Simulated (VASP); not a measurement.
**Mg8HO8 (a cell with a defect): relaxation of the atoms with PBE+D3(BJ)**

The system is Mg8HO8 (a cell with a defect).

```xyz
17
Lattice="0.0000 3.8510 3.8510 3.8510 0.0000 3.8510 3.8510 3.8510 0.0000" Properties=species:S:1:pos:R:3 pbc="T T T"
Mg    0.0000    0.0000    0.0000
Mg    1.9255    1.9255    0.0000
Mg    1.9255    0.0000    1.9255
Mg    3.8510    1.9255    1.9255
Mg    0.0000    1.9255    1.9255
Mg    1.9255    3.8510    1.9255
Mg    1.9255    1.9255    3.8510
Mg    3.8510    3.8510    3.8510
O     1.9255    1.9255    1.9255
O     3.8510    3.8510    1.9255
O     3.8510    1.9255    3.8510
O     5.7765    3.8510    3.8510
O     1.9255    3.8510    3.8510
O     3.8510    5.7765    3.8510
O     3.8510    3.8510    5.7765
O     5.7765    5.7765    5.7765
H     2.8661    2.8324    0.9448
```

* Program: VASP 6.6.1
* Task: relaxation of the atoms
* Functional: PBE
* Dispersion: D3(BJ)
* Potentials or basis: VASP PAW PBE potentials, release 64 (Mg, O, H)
* Cutoff: 520 eV
* k mesh: 3 × 3 × 3
* Occupations: gaussian, width 0.05 eV
* Spin: collinear spin
* Starting moments: [0.0, 0.0, 0.0, 0.0, 0.0, 0.0, 0.0, 0.0, 0.0, 0.0, 0.0, 0.0, 0.0, 0.0, 0.0, 0.0, 1.0] μB
* Dipole correction: no
* Further INCAR settings: ALGO = Normal; EDIFF = 1e-07; IBRION = 2; EDIFFG = -0.03; NSW = 80

The energy gained by relaxing is 20.7 meV/atom and the ionic steps are 9. The pressure after relaxing is 84.0 GPa and the largest force after relaxing is 0.011 eV/Å. The net moment is 0.93 μB per cell and the site moments are Mg +0.01, +0.00 (each value once); O +0.09, -0.00 (each value once); H +0.31 μB. The valence electrons inside the program's atomic spheres are Mg 0.64, 0.67 (each value once); O 5.28, 5.30 (each value once); H 0.66 and the dispersion energy per atom is -0.378 eV.

Forces on the atoms (eV/Å):
```
Mg   0.000 -0.005 -0.007
Mg   0.005  0.003  0.005
Mg  -0.006 -0.001  0.003
Mg  -0.008 -0.001 -0.008
Mg   0.001 -0.006  0.001
Mg  -0.006 -0.006 -0.001
Mg   0.004  0.003  0.005
Mg   0.003 -0.001 -0.006
O    0.002  0.000 -0.003
O    0.001 -0.002  0.001
O   -0.002  0.007  0.003
O    0.000 -0.005  0.001
O    0.002  0.001  0.002
O   -0.004  0.000  0.002
O    0.004  0.006  0.003
O    0.003  0.007 -0.003
H    0.000  0.000  0.000
```

The path:
```
step  energy change (eV)  largest force (eV/Å)  pressure (GPa)
   1              0.0000                2.5489           84.22
   2             -0.0367                2.1797           85.55
   3             -0.3291                0.3630           84.09
   4             -0.3443                0.2518           83.99
   5             -0.3463                0.2052           84.00
   6             -0.3495                0.1271           83.98
   7             -0.3495                0.1123           83.98
   8             -0.3508                0.0630           83.98
   9             -0.3514                0.0112           83.98
```

Final structure:
```
Mg O H
1.0
     0.00000    3.85100    3.85100
     3.85100    0.00000    3.85100
     3.85100    3.85100    0.00000
Mg O H
8 8 1
Direct
  0.99881 0.99926 0.00213
  0.99871 0.99920 0.49865
  0.99747 0.50082 0.00030
  0.99873 0.50284 0.49868
  0.50033 0.99800 0.00028
  0.50221 0.99925 0.49874
  0.50028 0.50075 0.00022
  0.50036 0.50082 0.49741
  0.25450 0.25501 0.23485
  0.25453 0.25503 0.75447
  0.24942 0.75019 0.24957
  0.25452 0.73538 0.75446
  0.74965 0.24994 0.24958
  0.73491 0.25501 0.75445
  0.74964 0.75020 0.24957
  0.74963 0.75019 0.74936
  0.12457 0.12516 0.62449
```

Levels at points of the mesh, in eV from the Fermi level:
Spin up:
```
           k point  band 29  band 30  band 31  band 32  band 33  band 34  band 35  band 36  band 37  band 38
(0.00, 0.00, 0.00)    -5.21    -4.22    -4.22    -4.22    -1.84     3.81     5.08     5.08     5.15     5.51
```
Spin down:
| k point | band 28 | band 29 | band 30 | band 31 | band 32 | band 33 | band 34 | band 35 | band 36 | band 37 |
| --- | --- | --- | --- | --- | --- | --- | --- | --- | --- | --- |
| (0.00, 0.00, 0.00) | -5.16 | -5.16 | -4.13 | -4.13 | -4.13 | -0.21 | 3.86 | 5.08 | 5.08 | 5.17 |

It took 11 min on 4 MPI ranks on Intel(R) Xeon(R) Platinum 8259CL CPU @ 2.50GHz (Skylake/Cascade Lake), with other jobs on the host, peak memory 0.42 GiB a rank.

Caveat: the k points lie up to 0.47 Å⁻¹ apart; a moment this small can come from the mesh or the smearing.
